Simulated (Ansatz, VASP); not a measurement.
One calculation of BN, two programs

```
B N
1.0
     2.50098    0.00000    0.00000
    -1.25049    2.16591    0.00000
     0.00000    0.00000    6.87416
B N
2 2
Direct
  0.30724 0.71156 0.26835
  0.61720 0.26449 0.72776
  0.34408 0.67125 0.74293
  0.73149 0.35270 0.26096
```

Change from the starting cell: all atoms moved at random (sigma 0.15 Å a component).

Alike in both runs: task single point; functional r2SCAN; k mesh 12 × 12 × 4; occupations gaussian, width 0.05 eV; no spin polarisation.

|  | VASP | Ansatz |
| --- | --- | --- |
| version | VASP 6.6.1 | Ansatz 0.2.0 |
| potentials or method | VASP PAW PBE potentials, release 64 (B, N), cutoff 520 eV | scalar-relativistic, plane waves, PAW |
| valence electrons in the cell | 16 | 16 |

|  | VASP | Ansatz | Ansatz less VASP |
| --- | --- | --- | --- |
| gap on the k mesh at the Fermi level (eV) | 2.64 | 2.61 | -0.036 |
| least direct gap on the mesh (eV) | 3.81 | 3.81 | +0.007 |
| pressure (GPa) | 16.8 | 16.6 | -0.13 |
| traceless stress, the component that is largest in VASP (GPa) | 18.78 | 18.55 | -0.234 |
| rms of the force components (eV/Å) | 5.132 | 5.156 | +0.0241 |

VASP's potentials were made for PBE, not for r2SCAN. Atom by atom the forces differ by 0.029 eV/Å (rms over components). With one functional, cell and mesh, what is left measures potentials, basis and numerics.
